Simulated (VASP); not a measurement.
Wanted: the native input for a VASP 6.6.1 run.

| Item | Value |
| --- | --- |
| Task | single point |
| Functional | PBEsol |
| Potentials or basis | VASP PAW PBE potentials, release 64 (Al) |
| Cutoff | 520 eV |
| k mesh | 10 × 10 × 10 |
| Occupations | methfessel-paxton, width 0.1 eV |
| Spin | no spin polarisation |
| Dipole correction | no |
| Further INCAR settings | ALGO = Normal; EDIFF = 1e-06; NBANDS = 8 |

The structure of Al lies in POSCAR:

```
Al
1.0
    2.7560720000      0.0000000000      0.0000000000
   -0.9186906379      2.5984496110      0.0000000000
   -0.9186906379     -1.2992247445      2.2503234088
Al
1
Direct
    0.0000000000      0.0000000000      0.0000000000
```

The input as run:

INCAR

```
PREC = Accurate ; ENCUT = 520
EDIFF = 1E-6 ; ISMEAR = 1
SIGMA = 0.1 ; LREAL = False
LASPH = True ; NELM = 100
ALGO = Normal ; ISIF = 2
LWAVE = False ; LCHARG = False
GGA = PS ; NBANDS = 8
```

KPOINTS

```
Automatic mesh
0
Gamma
  10 10 10
```

Potentials or basis: VASP PAW PBE potentials, release 64 (Al).

Run with:

```bash
$ cat potpaw_PBE.64/Al/POTCAR > POTCAR
$ mpirun -np 1 vasp_std > vasp.out
```

It gave:

```
Pressure : 2.8 GPa
```

Caveat: the PAW data sets were made with another functional, which shifts forces and pressure a little.

It took 3.2 s on 1 thread of Intel Xeon 8259CL (shared host), peak memory 0.12 GiB.
